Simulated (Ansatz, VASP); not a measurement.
# Two plane-wave programs on AlN

```
CELL_PARAMETERS angstrom
0.00000 2.16934 2.16934
2.16934 0.00000 2.16934
2.16934 2.16934 0.00000
ATOMIC_POSITIONS crystal
Al 0.00000 0.00000 0.00000
N 0.25000 0.25000 0.25000
```

Alike in both runs: task single point; functional HF; k mesh 5 × 5 × 5; occupations fermi-dirac, width 0.05 eV; no spin polarisation.

```csv
,VASP,Ansatz
version,VASP 6.6.1,Ansatz 0.2.0
potentials or method,"VASP PAW PBE potentials, release 64 (Al, N)",Ansatz PAW
plane-wave cutoff (eV),520,420
valence electrons in the cell,8,8
```

Ansatz gave:

- gap on the k mesh at the Fermi level (eV): 12.84
- least direct gap on the mesh (eV): 13.81
- pressure (GPa): 3.6

Q: Estimate VASP's values.

A: gap on the k mesh at the Fermi level (eV): 12.67; least direct gap on the mesh (eV): 12.67; pressure (GPa): 3.0.

VASP's potentials were made for PBE, not for HF. One of these differences is far larger than is usual between the two programs; its cause wasn't traced.

The k mesh is coarse, so the values compare programs but aren't converged. Noted on Ansatz's run: odd divisions of the mesh miss points on the zone boundary, where band edges often lie, so the gap on the mesh can be too wide.
